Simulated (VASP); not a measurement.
MoS2, 3 atoms in the cell. The structure is trigonal, space group R-3m (No. 166). The conventional cell has a = 3.193 Å, b = 3.193 Å, c = 20.290 Å, α = 90.00°, β = 90.00°, γ = 120.00°. Within 3.2 Å of Mo (site symmetry -3m) lie 6 S at 2.43 Å and 6 Mo at 3.19 Å. S (site symmetry 3m) has 3 Mo at 2.43 Å and 6 S at 3.19 Å within 3.2 Å. 

| Property | Result |
| --- | --- |
| Program | VASP 6.6.1 |
| Task | single point |
| Functional | PBE |
| Potentials or basis | VASP PAW PBE potentials, release 64 (Mo_sv, S) |
| Cutoff | 520 eV |
| k mesh | 18 × 18 × 18 |
| Occupations | gaussian, width 0.1 eV |
| Spin | no spin polarisation |
| Dipole correction | no |
| Further INCAR settings | ALGO = Normal; EDIFF = 1e-06; NBANDS = 20 |

Potentials or basis: VASP PAW PBE potentials, release 64 (Mo_sv, S).

Run with:

```sh
$ cat potpaw_PBE.64/Mo_sv/POTCAR potpaw_PBE.64/S/POTCAR > POTCAR
$ mpirun -np 1 vasp_std > vasp.out
```

Hardware: 1 thread of Intel(R) Xeon(R) Platinum 8375C CPU @ 2.90GHz (Ice Lake) (shared host).

Question: Estimate the wall time of this run.

Answer: Wall time 37 min on 1 thread of Intel(R) Xeon(R) Platinum 8375C CPU @ 2.90GHz (Ice Lake), on a shared host, peak memory 0.87 GiB. Counts: scf iterations 15, k points 580.
